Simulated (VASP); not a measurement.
ZnS (zinc blende type): single point with HSE06

ZnS (zinc blende type):

```
CELL_PARAMETERS angstrom
0.00000 2.72500 2.72500
2.72500 0.00000 2.72500
2.72500 2.72500 0.00000
ATOMIC_POSITIONS crystal
Zn 0.00000 0.00000 0.00000
S 0.25000 0.25000 0.25000
```

```yaml
Program: VASP 6.6.1
Task: single point
Functional: HSE06
Potentials_or_basis: VASP PAW PBE potentials, release 64 (Zn, S)
Cutoff: 400 eV
k_mesh: 6 × 6 × 6
Occupations: fermi-dirac, width 0.02 eV
Spin: no spin polarisation
```

```
Pressure               : -1.3 GPa
Band gap on the k mesh : 3.20 eV
```

Levels at points of the mesh, in eV from the valence-band top:
```tsv
k point	band 5	band 6	band 7	band 8	band 9	band 10	band 11	band 12	band 13	band 14
(0.00, 0.00, 0.00)	-7.35	-7.35	0.00	0.00	0.00	3.20	7.69	7.69	7.69	13.15
(0.50, 0.00, 0.00)	-7.32	-7.12	-5.42	-0.88	-0.88	4.48	8.18	8.18	10.11	13.48
(0.50, 0.50, 0.00)	-7.28	-7.08	-4.87	-2.25	-2.25	4.43	5.25	12.35	13.51	13.51
```

It took 51 min on 1 thread of Intel Xeon 8259CL (shared host), peak memory 0.23 GiB.

Caveat: the PAW data sets were made with another functional, which shifts forces and pressure a little.
